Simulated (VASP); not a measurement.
Input of a VASP 6.6.1 run:

The input INCAR:

```
ALGO = Normal
EDIFF = 1E-7
ENCUT = 520
GGA = PE
ISIF = 2
ISMEAR = 0
LASPH = T
LCHARG = T
LELF = T
LREAL = F
LVHAR = T
LWAVE = F
NBANDS = 22
NELM = 60
PREC = Accurate
SIGMA = 0.1
```

Contents of KPOINTS:

```
k-points
0
Gamma
  4 4 4
```

The input POSCAR:

```
As3Ru
1.0
    4.4121663000      0.0000000000      0.0000000000
    0.0000000000      4.4121663000      0.0000000000
    0.0000000000      0.0000000000      4.4121663000
As Ru
3 1
Direct
    0.5000000000      0.5000000000      0.0000000000
    0.5000000000      0.0000000000      0.5000000000
    0.0000000000      0.5000000000      0.5000000000
    0.0000000000      0.0000000000      0.0000000000
```

Potentials or basis: VASP PAW PBE potentials, release 64 (As, Ru_pv).

Run with:

```sh
$ cat potpaw_PBE.64/As/POTCAR potpaw_PBE.64/Ru_pv/POTCAR > POTCAR
$ mpirun -np 1 vasp_std > vasp.out
```

Question: Predict the pressure.

Answer: -16.5 GPa.
